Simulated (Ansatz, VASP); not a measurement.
## C in VASP and in Ansatz

```xyz
2
Lattice="-0.0059 1.8153 1.8153 1.8153 -0.0059 1.8153 1.8153 1.8153 -0.0059" Properties=species:S:1:pos:R:3 pbc="T T T"
C     0.0005    0.0005    0.0005
C     0.9057    0.9057    0.9057
```

Change from the starting cell: strained cell.

Alike in both runs: task relaxation of the atoms; functional PBEsol; k mesh 9 × 9 × 9; occupations gaussian, width 0.02 eV; no spin polarisation.

|  | VASP | Ansatz |
| --- | --- | --- |
| version | VASP 6.6.1 | Ansatz 0.2.0 |
| potentials or method | VASP PAW PBE potentials, release 64 (C), cutoff 520 eV | scalar-relativistic, plane waves, PAW |
| valence electrons in the cell | 8 | 8 |

Ansatz gave:

```
gap on the k mesh at the Fermi level, each at its own relaxed structure (eV) : 3.91
```

**Question.** Estimate VASP's values.

**Answer.** gap on the k mesh at the Fermi level, each at its own relaxed structure (eV): 3.90.

VASP's potentials were made for PBE, not for PBEsol, and Ansatz warns of the same on its side. Ansatz's warnings: stress scf threshold loose.
